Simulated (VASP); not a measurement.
# C (Cmcm) in VASP: further runs

C is run at these levels: PBE; tasks: single point, relaxation of cell and atoms.

All numbers are computed with VASP 6.6.1; they aren't measurements. Logs are shortened: lines on timing, memory, paths and dates and some standing lists are left out, and cuts for length are marked.

## 1. The cell of the first run

It takes space group Cmcm (No. 63, orthorhombic). Conventional cell: a = 4.623 Å, b = 5.001 Å, c = 4.342 Å, α = 90.00°, β = 90.00°, γ = 90.00°. C (site symmetry 1) has 4 C at 1.49 to 1.54 Å within 2.0 Å.

## 2. Single point, PBE

The input, INCAR:

```
ALGO = Normal ; EDIFF = 1E-7
ENCUT = 520 ; GGA = PE
ISIF = 2 ; ISMEAR = 0
LASPH = True ; LCHARG = False
LREAL = False ; LWAVE = False
NBANDS = 26 ; NELM = 80
PREC = Accurate ; SIGMA = 0.1
```

The input, KPOINTS:

```
k-points
0
Gamma
  6 6 4
```

The input, POSCAR:

```
C
1.0
    2.3117453000     -2.5005537300      0.0000000000
    2.3117453000      2.5005537300      0.0000000000
    0.0000000000      0.0000000000      4.3421981400
C
8
Direct
    0.7009306600      0.9699274900      0.4250912100
    0.9699274900      0.7009306600      0.9250912100
    0.2990693400      0.0300725100      0.9250912100
    0.7009306600      0.9699274900      0.0749087900
    0.2990693400      0.0300725100      0.5749087900
    0.0300725100      0.2990693400      0.4250912100
    0.9699274900      0.7009306600      0.5749087900
    0.0300725100      0.2990693400      0.0749087900
```

Potentials or basis: VASP PAW PBE potentials, release 64 (C).

Launch:

```sh
cat potpaw_PBE.64/C/POTCAR > POTCAR
mpirun -np 1 vasp_std > vasp.out
```

OUTCAR:

```text
EDIFF = 1E-7
   ENCUT = 520
   GGA = PE
   ISIF = 2
   ISMEAR = 0
   LASPH = True
   LREAL = False
   NELM = 80
   PREC = Accurate

 ion  position               nearest neighbor table
   1  0.701  0.970  0.425-   7 1.49   4 1.52   6 1.52   5 1.54
   2  0.970  0.701  0.925-   4 1.49   7 1.52   3 1.52   8 1.54
   3  0.299  0.030  0.925-   8 1.49   5 1.52   2 1.52   4 1.54
   4  0.701  0.970  0.075-   2 1.49   1 1.52   8 1.52   3 1.54
   5  0.299  0.030  0.575-   6 1.49   3 1.52   7 1.52   1 1.54
   6  0.030  0.299  0.425-   5 1.49   8 1.52   1 1.52   7 1.54
   7  0.970  0.701  0.575-   1 1.49   2 1.52   5 1.52   6 1.54
   8  0.030  0.299  0.075-   3 1.49   6 1.52   4 1.52   2 1.54

  LATTYP: Found a base centered orthorhombic cell.
 ALAT       =     4.6234906000
 B/A-ratio  =     1.0816735434
 C/A-ratio  =     0.9391601532

  Lattice vectors:

 A1 = (   2.3117453000,  -2.5005537300,   0.0000000000)
 A2 = (   2.3117453000,   2.5005537300,   0.0000000000)
 A3 = (   0.0000000000,   0.0000000000,   4.3421981400)

Analysis of symmetry for initial positions (statically):
=====================================================================
 Subroutine PRICEL returns:
 Original cell was already a primitive cell.

 Routine SETGRP: Setting up the symmetry group for a
 base centered orthorhombic supercell.

 Subroutine GETGRP returns: Found  8 space group operations
 (whereof  4 operations were pure point group operations)
 out of a pool of  8 trial point group operations.

The static configuration has the point symmetry C_2h.
 The point group associated with its full space group is D_2h.

Analysis of symmetry for dynamics (positions and initial velocities):
=====================================================================
 Subroutine PRICEL returns:
 Original cell was already a primitive cell.

 Routine SETGRP: Setting up the symmetry group for a
 base centered orthorhombic supercell.

 Subroutine GETGRP returns: Found  8 space group operations
 (whereof  4 operations were pure point group operations)
 out of a pool of  8 trial point group operations.

The dynamic configuration has the point symmetry C_2h.
 The point group associated with its full space group is D_2h.

 Subroutine INISYM returns: Found  8 space group operations
[... 110 lines left out ...]
   LREAL  =      F    real-space projection
   EDIFFG = 0.1E-05   stopping-criterion for IOM
   NSW    =      0    number of steps for IOM
   IBRION =     -1    ionic relax: 0-MD 1-quasi-New 2-CG
   NFREE  =      0    steps in history (QN), initial steepest desc. (CG)
   ISIF   =      2    stress and relaxation
   ISYM   =      2    0-nonsym 1-usesym 2-fastsym
   POTIM  = 0.5000    time-step for ionic-motion
   TEBEG  =    0.0;   TEEND  =   0.0 temperature during run
   PSTRESS=    0.0 pullay stress
   NELECT =      32.0000    total number of electrons
   NUPDOWN=      -1.0000    fix difference up-down
   EMIN   =  10.00;   EMAX   =-10.00  energy-range for DOS
   EFERMI =   0.00;   METHOD = LEGACY
   ISMEAR =     0;   SIGMA  =   0.10  broadening in eV -4-tet -1-fermi 0-gaus
   EFERMI_NEDOS =   21; number of points for ismear=-14 and -15
   IALGO  =     38    algorithm
   IMIX   =      4    mixing-type and parameters
     AMIX     =   0.40;   BMIX     =  1.00
     AMIX_MAG =   1.60;   BMIX_MAG =  1.00
  volume/ion in A,a.u.               =       6.28        42.35
  Fermi-wavevector in a.u.,A,eV,Ry     =   1.408920  2.662472 27.008307  1.985055
  Thomas-Fermi vector in A             =   2.531028
   LORBIT       =      0    0 simple, 1 ext, 2 COOP (PROOUT), +10 PAW based schemes
   GGA     = PE    functional components
   LHFCALC =     F    Hartree Fock is set to
   AEXX    =    0.0000 exact exchange contribution
   IVDW    =     0    specifies the selected vdW correction
   LEPSILON=     F    determine dielectric tensor
   LRPA    =     F    only Hartree local field effects (RPA)
 non-spin polarized calculation
 Gauss-broadening in eV      SIGMA  =   0.10
  energy-cutoff  :      520.00
  volume of cell :       50.20
 maximum number of plane-waves:      1396
 NGX is ok and might be reduce to    28
   NGX = 13   NGY = 13   NGZ = 17

 number of electron      32.0000001 magnetization

 Free energy of the ion-electron system (eV)
  ---------------------------------------------------
  ext. energy  EPLUGINS =         0.00000000
  ---------------------------------------------------
  free energy    TOTEN  =       -68.78366481 eV

  energy without entropy =      -68.78366481  energy(sigma->0) =      -68.78366481

 E-fermi :   9.0951     XC(G=0): -12.3398

 val. band max:        8.6289913601   @ k =   0.5000   0.5000   0.0000
 cond. band min:      11.4300861499   @ k =   0.0000   0.0000   0.0000
 fundamental gap:      2.8010947899
 Fermi energy:         9.0951446579

 k-point     1 :       0.0000    0.0000    0.0000
  band No.  band energies     occupation
      1     -13.3983      2.00000
      2      -8.1429      2.00000
      3      -7.3019      2.00000
      4      -3.6532      2.00000
      5      -3.3206      2.00000
      6      -1.9416      2.00000
[... 685 lines left out ...]
     25      18.8959      0.00000
     26      19.9368      0.00000

 [... further k-points ...]

------------------------ aborting loop because EDIFF is reached ----------------------------------------

  FORCE on cell =-STRESS in cart. coord.  units (eV):
  Direction    XX          YY          ZZ          XY          YZ          ZX
  --------------------------------------------------------------------------------------
  -------------------------------------------------------------------------------------
  Total       11.1528002      4.1547218      8.9127193      0.0000000     -0.0000000      0.0000000
  in kB      355.9415589    132.5979254    284.4493900      0.0000000     -0.0000000      0.0000000
  external PRESSURE =     257.6629581 kB  Pullay stress =       0.0000000 kB

 VOLUME and BASIS-vectors are now :
 -----------------------------------------------------------------------------
  energy-cutoff  :      520.00
  volume of cell :       50.20
      direct lattice vectors                 reciprocal lattice vectors
     2.311745300 -2.500553730  0.000000000     0.216286803 -0.199955711  0.000000000
     2.311745300  2.500553730  0.000000000     0.216286803  0.199955711  0.000000000
     0.000000000  0.000000000  4.342198140     0.000000000  0.000000000  0.230298104

 POSITION                                       TOTAL-FORCE (eV/Angst)
 -----------------------------------------------------------------------------------
      3.86260      0.67264      1.84583        -1.749659      2.111060      0.660294
      3.86260     -0.67264      4.01693        -1.749659     -2.111060      0.660294
      0.76089     -0.67264      4.01693         1.749659     -2.111060      0.660294
      3.86260      0.67264      0.32527        -1.749659      2.111060     -0.660294
      0.76089     -0.67264      2.49637         1.749659     -2.111060     -0.660294
      0.76089      0.67264      1.84583         1.749659      2.111060      0.660294
      3.86260     -0.67264      2.49637        -1.749659     -2.111060     -0.660294
      0.76089      0.67264      0.32527         1.749659      2.111060     -0.660294
 -----------------------------------------------------------------------------------
    total drift:                               -0.000000     -0.000000     -0.000000

  FREE ENERGIE OF THE ION-ELECTRON SYSTEM (eV)
  ---------------------------------------------------
  free  energy   TOTEN  =       -68.7836648050 eV

  energy  without entropy=      -68.7836648050  energy(sigma->0) =      -68.78366481
```

Wall time 32 s (1 thread of Intel Xeon Platinum 8488C (Sapphire Rapids), shared host); peak memory 0.17 GiB.

Results:

| Item | Value |
| --- | --- |
| Free energy | -68.7837 eV |
| Pressure | 25.8 GPa |
| Largest force | 2.820 eV/Å |
| Band gap on the k mesh | 2.80 eV, indirect (least direct gap 3.82 eV) |

Forces in eV/Å, atoms in the order of the input:
```
C   -1.750  2.111  0.660
C   -1.750 -2.111  0.660
C    1.750 -2.111  0.660
C   -1.750  2.111 -0.660
C    1.750 -2.111 -0.660
C    1.750  2.111  0.660
C   -1.750 -2.111 -0.660
C    1.750  2.111 -0.660
```

Caveat: forces of over 1 eV/Å act on the atoms, so gaps and moduli don't describe the material at rest.

## 3. Single point, PBE

This run uses another cell than the first one, of 6.64 Å³/atom, 1.059 times its volume.

The input, INCAR:

```
  PREC = Accurate
  ENCUT = 520
  EDIFF = 1E-6
  ISMEAR = 0
  SIGMA = 0.1
  LREAL = False
  LASPH = True
  NELM = 60
  ALGO = Normal
  ISIF = 2
  LWAVE = False
  LCHARG = False
  GGA = PE
  NBANDS = 26
```

The input, KPOINTS:

```
regular mesh
0
Gamma
  6 6 4
```

The input, POSCAR:

```
C
1.0
    2.4249170430     -2.4839818784      0.0000000000
    2.4249170430      2.4839818784      0.0000000000
    0.0000000000      0.0000000000      4.4126729643
C
8
Direct
    0.6931762682      0.9780915328      0.4272720484
    0.9780915328      0.6931762682      0.9272720484
    0.3068237318      0.0219084672      0.9272720484
    0.6931762682      0.9780915328      0.0727279516
    0.3068237318      0.0219084672      0.5727279516
    0.0219084672      0.3068237318      0.4272720484
    0.9780915328      0.6931762682      0.5727279516
    0.0219084672      0.3068237318      0.0727279516
```

Potentials or basis: VASP PAW PBE potentials, release 64 (C).

Launch:

```sh
cat potpaw_PBE.64/C/POTCAR > POTCAR
mpirun -np 1 vasp_std > vasp.out
```

It took 35 s on 1 thread of Intel Xeon Platinum 8488C (Sapphire Rapids), shared host; peak memory 0.18 GiB.

Results (log left out):

| Item | Value |
| --- | --- |
| Free energy | -69.4508 eV |
| Pressure | 0.6 GPa |
| Largest force | 0.013 eV/Å |
| Band gap on the k mesh | 3.09 eV, indirect (least direct gap 3.44 eV) |

Forces in eV/Å, atoms in the order of the input:
```
C   -0.012  0.005  0.003
C   -0.012 -0.005  0.003
C    0.012 -0.005  0.003
C   -0.012  0.005 -0.003
C    0.012 -0.005 -0.003
C    0.012  0.005  0.003
C   -0.012 -0.005 -0.003
C    0.012  0.005 -0.003
```

Stress tensor (GPa, compression positive):
```
0.72 0.00 0.00
0.00 0.41 0.00
0.00 0.00 0.57
```

Levels at points of the mesh, in eV from the valence-band top:
| k point | band 12 | band 13 | band 14 | band 15 | band 16 | band 17 | band 18 | band 19 | band 20 | band 21 |
| --- | --- | --- | --- | --- | --- | --- | --- | --- | --- | --- |
| (0.00, 0.00, 0.00) | -5.63 | -5.51 | -4.68 | -2.14 | -0.13 | 3.31 | 3.52 | 5.21 | 5.62 | 6.69 |
| (0.50, 0.00, 0.00) | -4.66 | -3.75 | -3.12 | -2.99 | -1.75 | 3.53 | 6.23 | 6.29 | 6.70 | 8.15 |
| (0.50, 0.50, 0.00) | -3.42 | -2.36 | -0.74 | -0.15 | 0.00 | 5.38 | 5.46 | 7.32 | 8.20 | 8.74 |
| (0.00, 0.00, 0.50) | -5.60 | -3.21 | -3.21 | -2.01 | -2.01 | 4.72 | 4.72 | 5.93 | 5.93 | 7.11 |
| (0.50, 0.00, 0.50) | -5.21 | -4.08 | -4.08 | -2.70 | -2.70 | 3.96 | 3.96 | 6.54 | 6.54 | 8.41 |
| (0.50, 0.50, 0.50) | -4.44 | -2.25 | -2.25 | -1.30 | -1.30 | 4.87 | 4.87 | 6.62 | 6.62 | 8.88 |

A k mesh can miss the band edges. PBE gaps usually lie below the measured ones, often by a third to a half.

## 4. Relaxation of cell and atoms, PBE

The input, INCAR:

```
SYSTEM = C
ALGO = Normal
EDIFF = 1E-6
EDIFFG = -0.04
ENCUT = 600
GGA = PE
IBRION = 2
ISIF = 3
ISMEAR = 0
LASPH = .True.
LCHARG = .False.
LREAL = .False.
LWAVE = .False.
NELM = 100
NSW = 90
PREC = Accurate
SIGMA = 0.1
```

The input, KPOINTS:

```
k-points
0
Gamma
  6 6 4
  0 0 0
```

The input, POSCAR:

```
C
1.0
    2.3117453000     -2.5005537300      0.0000000000
    2.3117453000      2.5005537300      0.0000000000
    0.0000000000      0.0000000000      4.3421981400
C
8
Direct
    0.7009306600      0.9699274900      0.4250912100
    0.9699274900      0.7009306600      0.9250912100
    0.2990693400      0.0300725100      0.9250912100
    0.7009306600      0.9699274900      0.0749087900
    0.2990693400      0.0300725100      0.5749087900
    0.0300725100      0.2990693400      0.4250912100
    0.9699274900      0.7009306600      0.5749087900
    0.0300725100      0.2990693400      0.0749087900
```

Launch:

```sh
cat potpaw_PBE.64/C/POTCAR > POTCAR
mpirun -np 1 vasp_std > vasp.out
```

It took 3.6 min on 1 thread of Intel Xeon Platinum 8488C (Sapphire Rapids), shared host; peak memory 0.18 GiB.

Results (log left out):

```
Free energy                            : -69.4574 eV
Relaxed volume                         : 6.64 Å³/atom
Relaxed cell                           : a = 3.471 Å, b = 3.471 Å, c = 4.414 Å, α = 90.00°, β = 90.00°, γ = 91.30°
Space group after relaxing (to 0.05 Å) : Cmcm (No. 63)
Energy gained by relaxing              : 81.8 meV/atom
Ionic steps                            : 13
Pressure after relaxing                : 0.2 GPa
Largest force after relaxing           : 0.034 eV/Å
Band gap on the k mesh                 : 3.09 eV, indirect (least direct gap 3.44 eV)
```

Forces in eV/Å, atoms in the order of the input:
```
C    0.018 -0.028 -0.006
C    0.018  0.028 -0.006
C   -0.018  0.028 -0.006
C    0.018 -0.028  0.006
C   -0.018  0.028  0.006
C   -0.018 -0.028 -0.006
C    0.018  0.028  0.006
C   -0.018 -0.028  0.006
```

Stress tensor (GPa, compression positive):
```
 0.22  0.00  0.00
 0.00  0.49  0.00
 0.00  0.00 -0.14
```

The path:
| step | energy change (eV) | largest force (eV/Å) | pressure (GPa) | volume (Å³) |
| --- | --- | --- | --- | --- |
| 1 | 0.0000 | 2.8165 | 25.14 | 50.20 |
| 2 | 3.0980 | 8.2236 | -9.93 | 57.68 |
| 3 | -0.5520 | 0.7122 | 4.06 | 52.12 |
| 4 | -0.5550 | 0.5852 | 5.09 | 52.00 |
| 5 | -0.5551 | 0.5550 | 5.38 | 51.96 |
| 6 | -0.6006 | 0.3970 | -3.75 | 53.60 |
| 7 | -0.6112 | 0.1941 | -1.13 | 53.10 |
| 8 | -0.6400 | 0.1356 | -1.78 | 53.34 |
| 9 | -0.6407 | 0.1889 | -1.89 | 53.39 |
| 10 | -0.6499 | 0.2171 | 1.21 | 53.05 |
| 11 | -0.6528 | 0.0981 | 0.17 | 53.16 |
| 12 | -0.6538 | 0.0841 | 0.20 | 53.16 |
| 13 | -0.6542 | 0.0338 | 0.19 | 53.16 |

Final structure:
```yaml
crystal:
  lattice:
    - [2.42612, -2.48186, 0.00000]
    - [2.42612, 2.48186, 0.00000]
    - [0.00000, 0.00000, 4.41415]
  atoms:
    - { symbol: C, position: [0.69302, 0.97820, 0.42727] }
    - { symbol: C, position: [0.97820, 0.69302, 0.92727] }
    - { symbol: C, position: [0.30698, 0.02180, 0.92727] }
    - { symbol: C, position: [0.69302, 0.97820, 0.07273] }
    - { symbol: C, position: [0.30698, 0.02180, 0.57273] }
    - { symbol: C, position: [0.02180, 0.30698, 0.42727] }
    - { symbol: C, position: [0.97820, 0.69302, 0.57273] }
    - { symbol: C, position: [0.02180, 0.30698, 0.07273] }
```

Levels at points of the mesh, in eV from the valence-band top:
```csv
k point,band 13,band 14,band 15,band 16,band 17,band 18,band 19,band 20
"(0.00, 0.00, 0.00)",-5.51,-4.68,-2.12,-0.12,3.32,3.49,5.20,5.65
"(0.50, 0.00, 0.00)",-3.74,-3.12,-2.99,-1.75,3.53,6.21,6.29,6.71
"(0.50, 0.50, 0.00)",-2.35,-0.74,-0.15,0.00,5.37,5.45,7.30,8.22
"(0.00, 0.00, 0.50)",-3.22,-3.22,-1.99,-1.99,4.69,4.69,5.94,5.94
"(0.50, 0.00, 0.50)",-4.09,-4.09,-2.71,-2.71,3.96,3.96,6.55,6.55
"(0.50, 0.50, 0.50)",-2.24,-2.24,-1.30,-1.30,4.87,4.87,6.60,6.60
```

## 5. Overview

| task | cell | cutoff (eV) | gap on the mesh (eV) | pressure (GPa) | largest force (eV/Å) |
| --- | --- | --- | --- | --- | --- |
| single point | a = 3.405, b = 3.405, c = 4.342 Å, angles 90.0, 90.0, 94.5°, 8 atoms | 520 | 2.80 | 25.8 | 2.82 |
| single point | a = 3.471, b = 3.471, c = 4.413 Å, angles 90.0, 90.0, 91.4°, 8 atoms | 520 | 3.09 | 0.6 | 0.01 |
| relaxation of cell and atoms | relaxed from a = 3.405, b = 3.405, c = 4.342 Å, angles 90.0, 90.0, 94.5°, 8 atoms | 600 | 3.09 | 0.2 | 0.03 |

Alike in all rows: level PBE; potentials or basis VASP PAW PBE potentials, release 64 (C); no spin polarisation; k mesh 6 × 6 × 4; smearing gaussian 0.1 eV.

Caveats: forces of over 1 eV/Å act on the atoms, so gaps and moduli don't describe the material at rest (some runs).

Total energies depend on the potentials used, so only differences within one code and one set of settings carry meaning.
